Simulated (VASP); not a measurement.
Write the native input for VASP 6.6.1 that does the following.

```yaml
Task: single point
Functional: PBE
Potentials_or_basis: VASP PAW PBE potentials, release 64 (Ga_d, Te, As)
Cutoff: 520 eV
k_mesh: 4 × 4 × 4
Occupations: gaussian, width 0.1 eV
Spin: no spin polarisation
Dipole_correction: no
Further_INCAR_settings: ALGO = Normal; EDIFF = 1e-06; NBANDS = 29
```

The structure of Ga2TeAs2 lies in POSCAR:

```
Ga2TeAs2
1.0
    3.6253130900     -3.9396651900      0.0000000000
    3.6253130900      3.9396651900      0.0000000000
    0.0000000000      0.0000000000      5.0538312800
Ga Te As
2 1 2
Direct
    0.8233691800      0.1766308200      0.0000000000
    0.1766308200      0.8233691800      0.0000000000
    0.5000000000      0.5000000000      0.5000000000
    0.5000000000      0.5000000000      0.0000000000
    0.0000000000      0.0000000000      0.5000000000
```

The input as run:

INCAR

```
PREC = Accurate
ENCUT = 520
EDIFF = 1E-6
ISMEAR = 0
SIGMA = 0.1
LREAL = False
LASPH = True
NELM = 80
ALGO = Normal
ISIF = 2
LWAVE = False
LCHARG = False
GGA = PE
NBANDS = 29
```

KPOINTS

```
regular mesh
0
Gamma
  4 4 4
```

Potentials or basis: VASP PAW PBE potentials, release 64 (Ga_d, Te, As).

Run with:

```console
$ cat potpaw_PBE.64/Ga_d/POTCAR potpaw_PBE.64/Te/POTCAR potpaw_PBE.64/As/POTCAR > POTCAR
$ mpirun -np 1 vasp_std > vasp.out
```

It gave:

```json
{"Pressure": "0.4 GPa", "Largest force": "0.598 eV/Å", "Band gap on the k mesh": "zero (band 21 reaches 3.99 eV, above the bottom of band 22 at 3.07 eV)"}
```

Caveat: spin-orbit coupling is left out, which moves the levels of the heavy elements.

It took 78 s on 1 thread of Intel Xeon 6975P-C, with other jobs on the host, peak memory 0.29 GiB.
